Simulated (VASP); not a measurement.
# GaN (I-4m2) in VASP: notebook

GaN is run at these levels: r2SCAN; tasks: single point.

All numbers are computed with VASP 6.6.1; they aren't measurements. Logs are shortened: lines on timing, memory, paths and dates and some standing lists are left out, and cuts for length are marked.

### Step 1. The cell of the first run

The structure is tetragonal, space group I-4m2 (No. 119). The conventional cell has a = 3.187 Å, b = 3.187 Å, c = 4.237 Å, α = 90.00°, β = 90.00°, γ = 90.00°. Ga (site symmetry -4m2) has 4 N at 1.91 Å within 2.5 Å. Within 2.5 Å of N (site symmetry -4m2) lie 4 Ga at 1.91 Å.

### Step 2. Single point, r2SCAN (strain -0.0600 x Voigt [0, 0, 1, 0, 0, 0])

File POSCAR:

```
GaN
1.0
    0.0000000000      2.2535006075      2.1182905710
    2.2535006075      0.0000000000      2.1182905710
    2.2535006075      2.2535006075      0.0000000000
Ga N
1 1
Direct
    0.0000000000      0.0000000000      0.0000000000
    0.7500000000      0.7500000000      0.7500000000
```

File INCAR.step1:

```
SYSTEM = GaN
PREC = Accurate
ENCUT = 520
ISMEAR = 0
SIGMA = 0.05
LREAL = .False.
LASPH = .True.
NELM = 100
NBANDS = 16
GGA = PE
ALGO = Normal
EDIFF = 1E-4
LWAVE = .True.
LCHARG = .False.
```

File INCAR.step2:

```
SYSTEM = GaN
PREC = Accurate
ENCUT = 520
EDIFF = 1E-7
ISMEAR = 0
SIGMA = 0.05
LREAL = .False.
LASPH = .True.
NELM = 100
ALGO = Normal
ISIF = 2
LWAVE = .False.
LCHARG = .False.
METAGGA = R2SCAN
LMIXTAU = .True.
NBANDS = 16
ISTART = 1
```

File KPOINTS:

```
Automatic mesh
0
Gamma
  10 10 10
  0 0 0
```

Potentials or basis: VASP PAW PBE potentials, release 64 (Ga_d, N).

The run is started by

```
cat potpaw_PBE.64/Ga_d/POTCAR potpaw_PBE.64/N/POTCAR > POTCAR
cp INCAR.step1 INCAR
mpirun -np 1 vasp_std > vasp.out
cp INCAR.step2 INCAR
mpirun -np 1 vasp_std > vasp.out
```

OUTCAR:

```text
SYSTEM = GaN
   PREC = Accurate
   ENCUT = 520
   EDIFF = 1E-7
   ISMEAR = 0
   LREAL = .False.
   LASPH = .True.
   NELM = 100
   ISIF = 2
   METAGGA = R2SCAN
   ISTART = 1

 ion  position               nearest neighbor table
   1  0.000  0.000  0.000-   2 1.91   2 1.91   2 1.91   2 1.91
   2  0.750  0.750  0.750-   1 1.91   1 1.91   1 1.91   1 1.91

  LATTYP: Found a body centered tetragonal cell.
 ALAT       =     3.1869311219
 C/A-ratio  =     1.3293607486

  Lattice vectors:

 A1 = (   0.0000000000,  -2.2535006075,  -2.1182905710)
 A2 = (   0.0000000000,   2.2535006075,  -2.1182905710)
 A3 = (   2.2535006075,   0.0000000000,   2.1182905710)

Analysis of symmetry for initial positions (statically):
=====================================================================
 Subroutine PRICEL returns:
 Original cell was already a primitive cell.

 Routine SETGRP: Setting up the symmetry group for a
 body centered tetragonal supercell.

 Subroutine GETGRP returns: Found  8 space group operations
 (whereof  8 operations were pure point group operations)
 out of a pool of 16 trial point group operations.

The static configuration has the point symmetry D_2d.

Analysis of symmetry for dynamics (positions and initial velocities):
=====================================================================
 Subroutine PRICEL returns:
 Original cell was already a primitive cell.

 Routine SETGRP: Setting up the symmetry group for a
 body centered tetragonal supercell.

 Subroutine GETGRP returns: Found  8 space group operations
 (whereof  8 operations were pure point group operations)
 out of a pool of 16 trial point group operations.

The dynamic configuration has the point symmetry D_2d.

 Subroutine INISYM returns: Found  8 space group operations
 (whereof  8 operations are pure point group operations),
 and found     1 'primitive' translations

----------------------------------------------------------------------------------------

                                     Primitive cell

  volume of cell :      21.5145

  direct lattice vectors                    reciprocal lattice vectors
     0.000000000  2.253500607  2.118290571    -0.221877020  0.221877020  0.236039383
     2.253500607  0.000000000  2.118290571     0.221877020 -0.221877020  0.236039383
     2.253500607  2.253500607  0.000000000     0.221877020  0.221877020 -0.236039383

  length of vectors
     3.092801308  3.092801308  3.186931122     0.392649226  0.392649226  0.392649226

  position of ions in fractional coordinates (direct lattice)
     0.000000000  0.000000000  0.000000000
     0.750000000  0.750000000  0.750000000

  ion indices of the primitive-cell ions
   primitive index   ion index
                 1           1
                 2           2

----------------------------------------------------------------------------------------

 KPOINTS: Automatic mesh

Automatic generation of k-mesh.
 Grid dimensions read from file:
 generate k-points for:   10   10   10

 Generating k-lattice:

  Cartesian coordinates                     Fractional coordinates (reciprocal lattice)
    -0.022187702  0.022187702  0.023603938     0.100000000 -0.000000000  0.000000000
     0.022187702 -0.022187702  0.023603938    -0.000000000  0.100000000  0.000000000
     0.022187702  0.022187702 -0.023603938     0.000000000  0.000000000  0.100000000

  Length of vectors
     0.039264923  0.039264923  0.039264923

  Shift w.r.t. Gamma in fractional coordinates (k-lattice)
     0.000000000  0.000000000  0.000000000

 Subroutine IBZKPT returns following result:
 ===========================================

 Found    102 irreducible k-points:

 Following reciprocal coordinates:
            Coordinates               Weight
  0.000000  0.000000  0.000000      1.000000
  0.100000  0.000000  0.000000      8.000000
  0.200000  0.000000  0.000000      8.000000
  0.300000  0.000000  0.000000      8.000000
  0.400000  0.000000  0.000000      8.000000
  0.500000  0.000000  0.000000      4.000000
[... 16 lines left out ...]
  0.300000  0.300000  0.000000      2.000000
  0.400000  0.300000  0.000000      8.000000
 [... further k-points ...]
   k-points           NKPTS =    102   k-points in BZ     NKDIM =    102   number of bands    NBANDS=     16
   number of dos      NEDOS =    301   number of ions     NIONS =      2
   total plane-waves  NPLWV =  13824
   dimension x,y,z NGX =    24 NGY =   24 NGZ =   24
   dimension x,y,z NGXF=    48 NGYF=   48 NGZF=   48
   ions per type =               1   1
   NGX,Y,Z   is equivalent  to a cutoff of  12.90, 12.90, 12.52 a.u.
   NGXF,Y,Z  is equivalent  to a cutoff of  25.80, 25.80, 25.04 a.u.
 SYSTEM =  GaN
   PREC   = accura    normal or accurate (medium, high low for compatibility)
   ISTART =      1    job   : 0-new  1-cont  2-samecut
   ICHARG =      0    charge: 1-file 2-atom 10-const
   ISPIN  =      1    spin polarized calculation?
   LNONCOLLINEAR =      F non collinear calculations
   LSORBIT =      F    spin-orbit coupling
   LASPH  =      T    aspherical Exc in radial PAW
   ENCUT  =  520.0 eV  38.22 Ry    6.18 a.u.   5.75  5.75  5.93*2*pi/ulx,y,z
   NELM   =    100;   NELMIN=  2; NELMDL=  0     # of ELM steps
   EDIFF  = 0.1E-06   stopping-criterion for ELM
   LREAL  =      F    real-space projection
   EDIFFG = 0.1E-05   stopping-criterion for IOM
   NSW    =      0    number of steps for IOM
   IBRION =     -1    ionic relax: 0-MD 1-quasi-New 2-CG
   NFREE  =      0    steps in history (QN), initial steepest desc. (CG)
   ISIF   =      2    stress and relaxation
   ISYM   =      2    0-nonsym 1-usesym 2-fastsym
   POTIM  = 0.5000    time-step for ionic-motion
   TEBEG  =    0.0;   TEEND  =   0.0 temperature during run
   PSTRESS=    0.0 pullay stress
   NELECT =      18.0000    total number of electrons
   NUPDOWN=      -1.0000    fix difference up-down
   EMIN   =  10.00;   EMAX   =-10.00  energy-range for DOS
   EFERMI =   0.00;   METHOD = LEGACY
   ISMEAR =     0;   SIGMA  =   0.05  broadening in eV -4-tet -1-fermi 0-gaus
   EFERMI_NEDOS =   21; number of points for ismear=-14 and -15
   IALGO  =     38    algorithm
   IMIX   =      4    mixing-type and parameters
     AMIX     =   0.40;   BMIX     =  1.00
     AMIX_MAG =   1.60;   BMIX_MAG =  1.00
  volume/ion in A,a.u.               =      10.76        72.59
  Fermi-wavevector in a.u.,A,eV,Ry     =   1.542607  2.915105 32.376929  2.379637
  Thomas-Fermi vector in A             =   2.648388
   LORBIT       =      0    0 simple, 1 ext, 2 COOP (PROOUT), +10 PAW based schemes
   METAGGA = R2SCAN    functional components
   LHFCALC =     F    Hartree Fock is set to
   AEXX    =    0.0000 exact exchange contribution
   IVDW    =     0    specifies the selected vdW correction
   LEPSILON=     F    determine dielectric tensor
   LRPA    =     F    only Hartree local field effects (RPA)
 non-spin polarized calculation
 Gauss-broadening in eV      SIGMA  =   0.05
  energy-cutoff  :      520.00
  volume of cell :       21.51
 maximum number of plane-waves:       592
   NGX = 11   NGY = 11   NGZ = 11

 number of electron      18.0000006 magnetization

 Free energy of the ion-electron system (eV)
  ---------------------------------------------------
  ext. energy  EPLUGINS =         0.00000000
  ---------------------------------------------------
  free energy    TOTEN  =       -21.82215754 eV

  energy without entropy =      -21.82215754  energy(sigma->0) =      -21.82215754

 E-fermi :   6.1238     XC(G=0): -13.0072

 val. band max:        5.8876641993   @ k =   0.0000   0.0000   0.0000
 cond. band min:       8.2390671641   @ k =   0.0000   0.0000   0.0000
 fundamental gap:      2.3514029648
 Fermi energy:         6.1238156662

 k-point     1 :       0.0000    0.0000    0.0000
  band No.  band energies     occupation
      1     -11.5640      2.00000
      2      -8.2083      2.00000
      3      -8.2083      2.00000
      4      -8.1414      2.00000
      5      -7.7732      2.00000
      6      -7.7635      2.00000
[... 8 lines left out ...]
     15      25.2427      0.00000
     16      25.2427      0.00000

 k-point     2 :       0.1000    0.0000    0.0000
  band No.  band energies     occupation
      1     -11.4394      2.00000
      2      -8.1916      2.00000
      3      -8.1776      2.00000
      4      -8.1191      2.00000
      5      -7.7729      2.00000
      6      -7.7663      2.00000
[... 8 lines left out ...]
     15      23.9983      0.00000
     16      25.7830      0.00000

 k-point     3 :       0.2000    0.0000    0.0000
  band No.  band energies     occupation
      1     -11.1146      2.00000
      2      -8.1531      2.00000
      3      -8.1120      2.00000
      4      -7.9940      2.00000
      5      -7.7678      2.00000
      6      -7.7658      2.00000
[... 8 lines left out ...]
     15      23.3049      0.00000
     16      24.7407      0.00000

 k-point     4 :       0.3000    0.0000    0.0000
  band No.  band energies     occupation
      1     -10.7364      2.00000
      2      -8.1191      2.00000
      3      -8.0692      2.00000
      4      -7.7738      2.00000
      5      -7.7416      2.00000
      6      -7.6073      2.00000
[... 8 lines left out ...]
     15      24.2718      0.00000
     16      24.7111      0.00000
[... 324 lines left out ...]
 k-point    22 :      -0.2000    0.2000    0.0000
  band No.  band energies     occupation
      1     -10.6348      2.00000
      2      -8.0770      2.00000
      3      -8.0448      2.00000
      4      -7.7962      2.00000
      5      -7.7867      2.00000
      6      -7.4794      2.00000
[... 8 lines left out ...]
     15      24.2393      0.00000
     16      28.7124      0.00000

 k-point    23 :       0.3000    0.3000    0.0000
  band No.  band energies     occupation
      1     -10.4639      2.00000
      2      -8.0245      2.00000
      3      -7.9678      2.00000
      4      -7.9678      2.00000
      5      -7.6957      2.00000
      6      -7.3026      2.00000
[... 8 lines left out ...]
     15      28.2779      0.00000
     16      29.8015      0.00000

 k-point    24 :       0.4000    0.3000    0.0000
  band No.  band energies     occupation
      1     -10.2919      2.00000
      2      -8.0410      2.00000
      3      -7.9215      2.00000
      4      -7.9164      2.00000
      5      -7.6794      2.00000
      6      -6.8418      2.00000
[... 8 lines left out ...]
     15      29.1396      0.00000
     16      29.8304      0.00000

 [... further k-points ...]

------------------------ aborting loop because EDIFF is reached ----------------------------------------

  FORCE on cell =-STRESS in cart. coord.  units (eV):
  Direction    XX          YY          ZZ          XY          YZ          ZX
  --------------------------------------------------------------------------------------
  -------------------------------------------------------------------------------------
  Total        1.4904421      1.4904421      2.3480909      0.0000000     -0.0000000      0.0000000
  in kB      110.9928015    110.9928015    174.8616623      0.0000000     -0.0000000      0.0000000
  external PRESSURE =     132.2824218 kB  Pullay stress =       0.0000000 kB

 VOLUME and BASIS-vectors are now :
 -----------------------------------------------------------------------------
  energy-cutoff  :      520.00
  volume of cell :       21.51
      direct lattice vectors                 reciprocal lattice vectors
     0.000000000  2.253500607  2.118290571    -0.221877020  0.221877020  0.236039383
     2.253500607  0.000000000  2.118290571     0.221877020 -0.221877020  0.236039383
     2.253500607  2.253500607  0.000000000     0.221877020  0.221877020 -0.236039383

 POSITION                                       TOTAL-FORCE (eV/Angst)
 -----------------------------------------------------------------------------------
      0.00000      0.00000      0.00000        -0.000000     -0.000000     -0.000000
      3.38025      3.38025      3.17744         0.000000      0.000000      0.000000
 -----------------------------------------------------------------------------------
    total drift:                               -0.000012     -0.000012     -0.000003

  FREE ENERGIE OF THE ION-ELECTRON SYSTEM (eV)
  ---------------------------------------------------
  free  energy   TOTEN  =       -21.8221575432 eV

  energy  without entropy=      -21.8221575432  energy(sigma->0) =      -21.82215754
```

Wall time 3.5 min (1 thread of Intel Xeon 8259CL, shared host); peak memory 0.17 GiB.

Results:

| Item | Value |
| --- | --- |
| Free energy | -21.8222 eV |
| Pressure | 13.2 GPa |
| Band gap on the k mesh | 2.35 eV |

Stress tensor (GPa, compression positive):
```
11.10  0.00  0.00
 0.00 11.10  0.00
 0.00  0.00 17.49
```

Caveat: the cell differs from its parent crystal (strain -0.0600 x Voigt [0, 0, 1, 0, 0, 0]); the stress differs along the axes, from 11 to 17 GPa; the PAW data sets were made with another functional, which shifts forces and pressure a little.

(Part 1 of 2 ends here.)
